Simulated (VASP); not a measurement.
# InP in VASP: further runs

Runs on InP. Level: PBE. Tasks: single point.

Program: VASP 6.6.1. These are calculated values, not measurements. Logs are shortened: lines on timing, memory, paths and dates and some standing lists are left out, and cuts for length are marked.

## 1. The cell of the first run

Symmetry: Fm-3m, No. 225, cubic system. Conventional cell: a = 5.710 Å, b = 5.710 Å, c = 5.710 Å, α = 90.00°, β = 90.00°, γ = 90.00°. In (site symmetry m-3m) has 6 P at 2.85 Å within 3.8 Å. P (site symmetry m-3m) has 6 In at 2.85 Å within 3.8 Å.

## 2. Single point, PBE

INCAR reads:

```
PREC     = Accurate       # precision mode
ENCUT    = 520            # plane-wave cutoff, eV
EDIFF    = 1E-6           # SCF threshold, eV
ISMEAR   = -1             # smearing method
SIGMA    = 0.03           # smearing width, eV
LREAL    = F              # projectors in reciprocal space
LASPH    = T              # aspherical terms in the spheres
NELM     = 60             # most SCF steps
ALGO     = Normal         # electronic algorithm
ISIF     = 2              # what is computed and relaxed
LWAVE    = F              # write WAVECAR
LCHARG   = T              # write CHGCAR
GGA      = PE             # functional
LELF     = T              # ELF
LVHAR    = T            
NBANDS   = 16             # bands
```

KPOINTS reads:

```
regular mesh
0
Gamma
  11 11 11
```

POSCAR reads:

```
InP
1.0
    0.0000000000      2.8550000000      2.8550000000
    2.8550000000      0.0000000000      2.8550000000
    2.8550000000      2.8550000000      0.0000000000
In P
1 1
Direct
    0.0000000000      0.0000000000      0.0000000000
    0.5000000000      0.5000000000      0.5000000000
```

Potentials or basis: VASP PAW PBE potentials, release 64 (In_d, P).

Launch:

```console
$ cat potpaw_PBE.64/In_d/POTCAR potpaw_PBE.64/P/POTCAR > POTCAR
$ mpirun -np 1 vasp_std > vasp.out
```

OUTCAR:

```text
PREC = Accurate
   ENCUT = 520
   EDIFF = 1E-6
   ISMEAR = -1
   LREAL = F
   LASPH = T
   NELM = 60
   ISIF = 2
   GGA = PE

 ion  position               nearest neighbor table
   1  0.000  0.000  0.000-   2 2.85   2 2.85   2 2.85   2 2.85   2 2.85   2 2.85
   2  0.500  0.500  0.500-   1 2.85   1 2.85   1 2.85   1 2.85   1 2.85   1 2.85

  LATTYP: Found a face centered cubic cell.
 ALAT       =     5.7100000000

  Lattice vectors:

 A1 = (   0.0000000000,   2.8550000000,   2.8550000000)
 A2 = (   2.8550000000,   0.0000000000,   2.8550000000)
 A3 = (   2.8550000000,   2.8550000000,   0.0000000000)

Analysis of symmetry for initial positions (statically):
=====================================================================
 Subroutine PRICEL returns:
 Original cell was already a primitive cell.

 Routine SETGRP: Setting up the symmetry group for a
 face centered cubic supercell.

 Subroutine GETGRP returns: Found 48 space group operations
 (whereof 48 operations were pure point group operations)
 out of a pool of 48 trial point group operations.

The static configuration has the point symmetry O_h .

Analysis of symmetry for dynamics (positions and initial velocities):
=====================================================================
 Subroutine PRICEL returns:
 Original cell was already a primitive cell.

 Routine SETGRP: Setting up the symmetry group for a
 face centered cubic supercell.

 Subroutine GETGRP returns: Found 48 space group operations
 (whereof 48 operations were pure point group operations)
 out of a pool of 48 trial point group operations.

The dynamic configuration has the point symmetry O_h .

 Subroutine INISYM returns: Found 48 space group operations
 (whereof 48 operations are pure point group operations),
 and found     1 'primitive' translations

----------------------------------------------------------------------------------------

                                     Primitive cell

  volume of cell :      46.5424

  direct lattice vectors                    reciprocal lattice vectors
     0.000000000  2.855000000  2.855000000    -0.175131349  0.175131349  0.175131349
     2.855000000  0.000000000  2.855000000     0.175131349 -0.175131349  0.175131349
     2.855000000  2.855000000  0.000000000     0.175131349  0.175131349 -0.175131349

  length of vectors
     4.037579721  4.037579721  4.037579721     0.303336394  0.303336394  0.303336394

  position of ions in fractional coordinates (direct lattice)
     0.000000000  0.000000000  0.000000000
     0.500000000  0.500000000  0.500000000

  ion indices of the primitive-cell ions
   primitive index   ion index
                 1           1
                 2           2

----------------------------------------------------------------------------------------

 KPOINTS: regular mesh

Automatic generation of k-mesh.
 Grid dimensions read from file:
 generate k-points for:   11   11   11

 Generating k-lattice:

  Cartesian coordinates                     Fractional coordinates (reciprocal lattice)
    -0.015921032  0.015921032  0.015921032     0.090909091  0.000000000  0.000000000
     0.015921032 -0.015921032  0.015921032     0.000000000  0.090909091  0.000000000
     0.015921032  0.015921032 -0.015921032     0.000000000  0.000000000  0.090909091

  Length of vectors
     0.027576036  0.027576036  0.027576036

  Shift w.r.t. Gamma in fractional coordinates (k-lattice)
     0.000000000  0.000000000  0.000000000

 Subroutine IBZKPT returns following result:
 ===========================================

 Found     56 irreducible k-points:

 Following reciprocal coordinates:
            Coordinates               Weight
  0.000000  0.000000  0.000000      1.000000
  0.090909  0.000000  0.000000      8.000000
  0.181818  0.000000  0.000000      8.000000
  0.272727  0.000000  0.000000      8.000000
  0.363636  0.000000  0.000000      8.000000
  0.454545  0.000000  0.000000      8.000000
[... 16 lines left out ...]
 -0.272727  0.181818  0.000000     24.000000
 -0.181818  0.181818  0.000000     12.000000
 [... further k-points ...]
   k-points           NKPTS =     56   k-points in BZ     NKDIM =     56   number of bands    NBANDS=     16
   number of dos      NEDOS =    301   number of ions     NIONS =      2
   total plane-waves  NPLWV =  27000
   dimension x,y,z NGX =    30 NGY =   30 NGZ =   30
   dimension x,y,z NGXF=    60 NGYF=   60 NGZF=   60
   ions per type =               1   1
   NGX,Y,Z   is equivalent  to a cutoff of  12.35, 12.35, 12.35 a.u.
   NGXF,Y,Z  is equivalent  to a cutoff of  24.70, 24.70, 24.70 a.u.
 SYSTEM =  unknown system
   PREC   = accura    normal or accurate (medium, high low for compatibility)
   ISTART =      0    job   : 0-new  1-cont  2-samecut
   ICHARG =      2    charge: 1-file 2-atom 10-const
   ISPIN  =      1    spin polarized calculation?
   LNONCOLLINEAR =      F non collinear calculations
   LSORBIT =      F    spin-orbit coupling
   LASPH  =      T    aspherical Exc in radial PAW
   ENCUT  =  520.0 eV  38.22 Ry    6.18 a.u.   7.51  7.51  7.51*2*pi/ulx,y,z
   NELM   =     60;   NELMIN=  2; NELMDL= -5     # of ELM steps
   EDIFF  = 0.1E-05   stopping-criterion for ELM
   LREAL  =      F    real-space projection
   EDIFFG = 0.1E-04   stopping-criterion for IOM
   NSW    =      0    number of steps for IOM
   IBRION =     -1    ionic relax: 0-MD 1-quasi-New 2-CG
   NFREE  =      0    steps in history (QN), initial steepest desc. (CG)
   ISIF   =      2    stress and relaxation
   ISYM   =      2    0-nonsym 1-usesym 2-fastsym
   POTIM  = 0.5000    time-step for ionic-motion
   TEBEG  =    0.0;   TEEND  =   0.0 temperature during run
   PSTRESS=    0.0 pullay stress
   NELECT =      18.0000    total number of electrons
   NUPDOWN=      -1.0000    fix difference up-down
   EMIN   =  10.00;   EMAX   =-10.00  energy-range for DOS
   EFERMI =   0.00;   METHOD = LEGACY
   ISMEAR =    -1;   SIGMA  =   0.03  broadening in eV -4-tet -1-fermi 0-gaus
   EFERMI_NEDOS =   21; number of points for ismear=-14 and -15
   IALGO  =     38    algorithm
   IMIX   =      4    mixing-type and parameters
     AMIX     =   0.40;   BMIX     =  1.00
     AMIX_MAG =   1.60;   BMIX_MAG =  1.00
  volume/ion in A,a.u.               =      23.27       157.04
  Fermi-wavevector in a.u.,A,eV,Ry     =   1.192750  2.253971 19.356375  1.422653
  Thomas-Fermi vector in A             =   2.328781
   LORBIT       =      0    0 simple, 1 ext, 2 COOP (PROOUT), +10 PAW based schemes
   GGA     = PE    functional components
   LHFCALC =     F    Hartree Fock is set to
   AEXX    =    0.0000 exact exchange contribution
   IVDW    =     0    specifies the selected vdW correction
   LEPSILON=     F    determine dielectric tensor
   LRPA    =     F    only Hartree local field effects (RPA)
 non-spin polarized calculation
  energy-cutoff  :      520.00
  volume of cell :       46.54
 maximum number of plane-waves:      1273
 NGX is ok and might be reduce to    30
   NGX = 15   NGY = 15   NGZ = 15

 number of electron      17.9999993 magnetization

 Free energy of the ion-electron system (eV)
  ---------------------------------------------------
  ext. energy  EPLUGINS =         0.00000000
  ---------------------------------------------------
  free energy    TOTEN  =        -7.84742393 eV

  energy without entropy =       -7.84486149  energy(sigma->0) =       -7.84614271

 E-fermi :   5.9398     XC(G=0):  -9.9775

 val. band max:        5.8993465449   @ k =  -0.4545   0.0909   0.0000
 cond. band min:       5.9557802155   @ k =  -0.0909   0.0909   0.0000
 fundamental gap:      0.0564336706
 Fermi energy:         5.9397561594

 k-point     1 :       0.0000    0.0000    0.0000
  band No.  band energies     occupation
      1      -8.1584      2.00000
      2      -8.1584      2.00000
      3      -8.1442      2.00000
      4      -8.1442      2.00000
      5      -8.1442      2.00000
      6      -5.4078      2.00000
[... 8 lines left out ...]
     15      13.8875      0.00000
     16      13.8875      0.00000

 k-point     2 :       0.0909    0.0000    0.0000
  band No.  band energies     occupation
      1      -8.1610      2.00000
      2      -8.1610      2.00000
      3      -8.1442      2.00000
      4      -8.1403      2.00000
      5      -8.1403      2.00000
      6      -5.3159      2.00000
[... 8 lines left out ...]
     15      13.5307      0.00000
     16      13.9794      0.00000

 k-point     3 :       0.1818    0.0000    0.0000
  band No.  band energies     occupation
      1      -8.1700      2.00000
      2      -8.1700      2.00000
      3      -8.1443      2.00000
      4      -8.1280      2.00000
      5      -8.1280      2.00000
      6      -5.0461      2.00000
[... 8 lines left out ...]
     15      13.9551      0.00000
     16      13.9551      0.00000

 k-point     4 :       0.2727    0.0000    0.0000
  band No.  band energies     occupation
      1      -8.1825      2.00000
      2      -8.1825      2.00000
      3      -8.1452      2.00000
      4      -8.1110      2.00000
      5      -8.1110      2.00000
      6      -4.6223      2.00000
[... 8 lines left out ...]
     15      14.7751      0.00000
     16      14.7751      0.00000
[... 324 lines left out ...]
 k-point    22 :      -0.3636    0.1818    0.0000
  band No.  band energies     occupation
      1      -8.2316      2.00000
      2      -8.1877      2.00000
      3      -8.1336      2.00000
      4      -8.1019      2.00000
      5      -8.0905      2.00000
      6      -3.5113      2.00000
[... 8 lines left out ...]
     15      15.7429      0.00000
     16      17.0137      0.00000

 k-point    23 :      -0.2727    0.1818    0.0000
  band No.  band energies     occupation
      1      -8.2105      2.00000
      2      -8.1883      2.00000
      3      -8.1359      2.00000
      4      -8.1046      2.00000
      5      -8.1032      2.00000
      6      -3.9761      2.00000
[... 8 lines left out ...]
     15      15.8099      0.00000
     16      17.8514      0.00000

 k-point    24 :      -0.1818    0.1818    0.0000
  band No.  band energies     occupation
      1      -8.1891      2.00000
      2      -8.1847      2.00000
      3      -8.1411      2.00000
      4      -8.1180      2.00000
      5      -8.1071      2.00000
      6      -4.4627      2.00000
[... 8 lines left out ...]
     15      15.6413      0.00000
     16      16.7106      0.00000

 [... further k-points ...]
[... 5 lines left out ...]
  --------------------------------------------------------------------------------------
  -------------------------------------------------------------------------------------
  Total       -1.5710058     -1.5710058     -1.5710058      0.0000000      0.0000000     -0.0000000
  in kB      -54.0804163    -54.0804163    -54.0804163      0.0000000      0.0000000     -0.0000000
  external PRESSURE =     -54.0804163 kB  Pullay stress =       0.0000000 kB

 VOLUME and BASIS-vectors are now :
 -----------------------------------------------------------------------------
  energy-cutoff  :      520.00
  volume of cell :       46.54
      direct lattice vectors                 reciprocal lattice vectors
     0.000000000  2.855000000  2.855000000    -0.175131349  0.175131349  0.175131349
     2.855000000  0.000000000  2.855000000     0.175131349 -0.175131349  0.175131349
     2.855000000  2.855000000  0.000000000     0.175131349  0.175131349 -0.175131349

 POSITION                                       TOTAL-FORCE (eV/Angst)
 -----------------------------------------------------------------------------------
      0.00000      0.00000      0.00000         0.000000      0.000000      0.000000
      2.85500      2.85500      2.85500         0.000000      0.000000      0.000000
 -----------------------------------------------------------------------------------
    total drift:                               -0.000000      0.000000      0.000000

  FREE ENERGIE OF THE ION-ELECTRON SYSTEM (eV)
  ---------------------------------------------------
  free  energy   TOTEN  =        -7.8474239302 eV

  energy  without entropy=       -7.8448614949  energy(sigma->0) =       -7.84614271
```

Run time: 66 s. Hardware: 1 thread of Intel Xeon 8259CL, shared host; peak memory 0.19 GiB.

What came out:

* Free energy: -7.8474 eV
* Pressure: -5.4 GPa
* Band gap on the k mesh: zero (band 9 reaches 6.24 eV, above the bottom of band 10 at 3.95 eV)

Caveat: spin-orbit coupling is left out, which moves the levels of the heavy elements.

## 3. Single point, PBE (equal xy, yz and zx shear strains of +1 %)

INCAR reads:

```
ALGO = Normal
EDIFF = 1E-7
ENCUT = 520
GGA = PE
ISIF = 2
ISMEAR = -1
LASPH = True
LCHARG = False
LREAL = False
LWAVE = False
NBANDS = 16
NELM = 60
PREC = Accurate
SIGMA = 0.03
```

KPOINTS reads:

```
k-points
0
Gamma
  11 11 11
```

POSCAR reads:

```
InP
1.0
    0.0285500000      2.8692750000      2.8692750000
    2.8692750000      0.0285500000      2.8692750000
    2.8692750000      2.8692750000      0.0285500000
In P
1 1
Direct
    0.0000000000      0.0000000000      0.0000000000
    0.5000000000      0.5000000000      0.5000000000
```

Potentials or basis: VASP PAW PBE potentials, release 64 (In_d, P).

Launch:

```console
$ cat potpaw_PBE.64/In_d/POTCAR potpaw_PBE.64/P/POTCAR > POTCAR
$ mpirun -np 1 vasp_std > vasp.out
```

Run time: 2.8 min. Hardware: 1 thread of Intel Xeon 8259CL, shared host; peak memory 0.25 GiB.

It converged, with:

```
Free energy            : -7.8463 eV
Pressure               : -5.4 GPa
Band gap on the k mesh : zero (band 9 reaches 6.27 eV, above the bottom of band 10 at 4.01 eV)
```

Stress tensor (GPa, compression positive):
```
-5.38 -0.29 -0.29
-0.29 -5.38 -0.29
-0.29 -0.29 -5.38
```

Levels at points of the mesh, in eV from the Fermi level:
| k point | band 5 | band 6 | band 7 | band 8 | band 9 | band 10 | band 11 | band 12 | band 13 | band 14 |
| --- | --- | --- | --- | --- | --- | --- | --- | --- | --- | --- |
| (0.00, 0.00, 0.00) | -14.08 | -11.35 | -0.30 | -0.16 | -0.15 | -0.15 | 6.97 | 7.17 | 7.17 | 7.95 |

Caveat: the cell differs from its parent crystal (equal xy, yz and zx shear strains of +1 %); spin-orbit coupling is left out, which moves the levels of the heavy elements.

## 4. Single point, PBE (zz strain of -3 %)

INCAR reads:

```
SYSTEM = InP
PREC     = Accurate       ! precision mode
ENCUT    = 520            ! plane-wave cutoff, eV
EDIFF    = 1E-7           ! SCF threshold, eV
ISMEAR   = -1             ! smearing method
SIGMA    = 0.03           ! smearing width, eV
LREAL    = .FALSE.        ! projectors in reciprocal space
LASPH    = .TRUE.         ! aspherical terms in the spheres
NELM     = 100            ! most SCF steps
ALGO     = Normal         ! electronic algorithm
ISIF     = 2              ! what is computed and relaxed
LWAVE    = .FALSE.        ! write WAVECAR
LCHARG   = .FALSE.        ! write CHGCAR
GGA      = PE             ! functional
NBANDS   = 16             ! bands
```

KPOINTS reads:

```
Automatic mesh
0
G
  11 11 11
  0 0 0
```

POSCAR reads:

```
InP
1.0
    0.0000000000      2.8550000000      2.7693500000
    2.8550000000      0.0000000000      2.7693500000
    2.8550000000      2.8550000000      0.0000000000
In P
1 1
Direct
    0.0000000000      0.0000000000      0.0000000000
    0.5000000000      0.5000000000      0.5000000000
```

Launch:

```console
$ cat potpaw_PBE.64/In_d/POTCAR potpaw_PBE.64/P/POTCAR > POTCAR
$ mpirun -np 1 vasp_std > vasp.out
```

It took 40 s on 1 thread of Intel Xeon Platinum 8559C (Emerald Rapids), shared host; peak memory 0.22 GiB.

The run converged. Its results:

```
Free energy            : -7.8791 eV
Pressure               : -3.8 GPa
Band gap on the k mesh : zero (band 9 reaches 6.60 eV, above the bottom of band 10 at 4.12 eV)
```

Stress tensor (GPa, compression positive):
```
-4.80  0.00  0.00
 0.00 -4.80  0.00
 0.00  0.00 -1.74
```

Levels at points of the mesh, in eV from the Fermi level:
| k point | band 7 | band 8 | band 9 | band 10 | band 11 | band 12 |
| --- | --- | --- | --- | --- | --- | --- |
| (0.00, 0.00, 0.00) | -0.40 | -0.12 | -0.12 | 0.08 | 7.05 | 7.05 |

Caveat: the cell differs from its parent crystal (zz strain of -3 %); spin-orbit coupling is left out, which moves the levels of the heavy elements.

## 5. Single point, PBE (zz strain of -1 %)

INCAR reads:

```
SYSTEM = InP
  PREC = Accurate
  ENCUT = 520
  EDIFF = 1E-7
  ISMEAR = -1
  SIGMA = 0.03
  LREAL = .FALSE.
  LASPH = .TRUE.
  NELM = 100
  ALGO = Normal
  ISIF = 2
  LWAVE = .FALSE.
  LCHARG = .FALSE.
  GGA = PE
  NBANDS = 16
```

KPOINTS is that of step 4.

POSCAR reads:

```
InP
1.0
    0.0000000000      2.8550000000      2.8264500000
    2.8550000000      0.0000000000      2.8264500000
    2.8550000000      2.8550000000      0.0000000000
In P
1 1
Direct
    0.0000000000      0.0000000000      0.0000000000
    0.5000000000      0.5000000000      0.5000000000
```

Launch:

```console
$ cat potpaw_PBE.64/In_d/POTCAR potpaw_PBE.64/P/POTCAR > POTCAR
$ mpirun -np 1 vasp_std > vasp.out
```

Wall time 51 s (1 thread of Intel Xeon Platinum 8559C (Emerald Rapids), shared host); peak memory 0.22 GiB.

It converged, with:

```yaml
Free_energy: -7.8614 eV
Pressure: -4.9 GPa
Band_gap_on_the_k_mesh: zero (band 9 reaches 6.36 eV, above the bottom of band 10 at 4.01 eV)
```

Stress tensor (GPa, compression positive):
```
-5.20  0.00  0.00
 0.00 -5.20  0.00
 0.00  0.00 -4.33
```

Levels at points of the mesh, in eV from the Fermi level:
```csv
k point,band 5,band 6,band 7,band 8,band 9,band 10,band 11,band 12,band 13,band 14
"(0.00, 0.00, 0.00)",-14.09,-11.41,-0.27,-0.18,-0.18,-0.08,7.08,7.08,7.15,7.91
```

Caveat: the cell differs from its parent crystal (zz strain of -1 %); spin-orbit coupling is left out, which moves the levels of the heavy elements.

## 6. Single point, PBE (zz strain of +2 %)

INCAR reads:

```
  ALGO = Normal
  EDIFF = 1E-6
  ENCUT = 520
  GGA = PE
  ISIF = 2
  ISMEAR = -1
  LASPH = T
  LCHARG = F
  LREAL = F
  LWAVE = F
  NBANDS = 16
  NELM = 80
  PREC = Accurate
  SIGMA = 0.03
```

KPOINTS reads:

```
k-points
0
Gamma
  11 11 11
```

POSCAR reads:

```
InP
1.0
    0.0000000000      2.8550000000      2.9121000000
    2.8550000000      0.0000000000      2.9121000000
    2.8550000000      2.8550000000      0.0000000000
In P
1 1
Direct
    0.0000000000      0.0000000000      0.0000000000
    0.5000000000      0.5000000000      0.5000000000
```

Potentials or basis: VASP PAW PBE potentials, release 64 (In_d, P).

Launch:

```console
$ cat potpaw_PBE.64/In_d/POTCAR potpaw_PBE.64/P/POTCAR > POTCAR
$ mpirun -np 1 vasp_std > vasp.out
```

Run time: 50 s. Hardware: 1 thread of Intel Xeon Platinum 8559C (Emerald Rapids), shared host; peak memory 0.23 GiB.

Results (log left out):

```yaml
Free_energy: -7.8111 eV
Pressure: -6.2 GPa
Band_gap_on_the_k_mesh: zero (band 9 reaches 6.03 eV, above the bottom of band 10 at 3.83 eV)
```

Stress tensor (GPa, compression positive):
```
-5.75  0.00  0.00
 0.00 -5.75  0.00
 0.00  0.00 -7.13
```

Levels at points of the mesh, in eV from the Fermi level:
| k point | band 6 | band 7 | band 8 | band 9 | band 10 | band 11 | band 12 | band 13 |
| --- | --- | --- | --- | --- | --- | --- | --- | --- |
| (0.00, 0.00, 0.00) | -11.22 | -0.28 | -0.24 | -0.24 | -0.07 | 7.01 | 7.15 | 7.15 |

Caveat: the cell differs from its parent crystal (zz strain of +2 %); spin-orbit coupling is left out, which moves the levels of the heavy elements.

## 7. Summary

```tsv
cell	gap on the mesh (eV)	pressure (GPa)
a = 4.038 Å, angles 60.0°, 2 atoms	none	-5.4
a = 4.058 Å, angles 59.3°, 2 atoms	none	-5.4
a = 3.977, b = 3.977, c = 4.038 Å, angles 59.5, 59.5, 61.0°, 2 atoms	none	-3.8
a = 4.017, b = 4.017, c = 4.038 Å, angles 59.8, 59.8, 60.3°, 2 atoms	none	-4.9
a = 4.078, b = 4.078, c = 4.038 Å, angles 60.3, 60.3, 59.3°, 2 atoms	none	-6.2
```

Alike in all rows: task single point; level PBE; potentials or basis VASP PAW PBE potentials, release 64 (In_d, P); no spin polarisation; k mesh 11 × 11 × 11; cutoff (eV) 520; smearing fermi-dirac 0.03 eV.

Caveats: spin-orbit coupling is left out, which moves the levels of the heavy elements.

Total energies depend on the potentials used, so only differences within one code and one set of settings carry meaning.
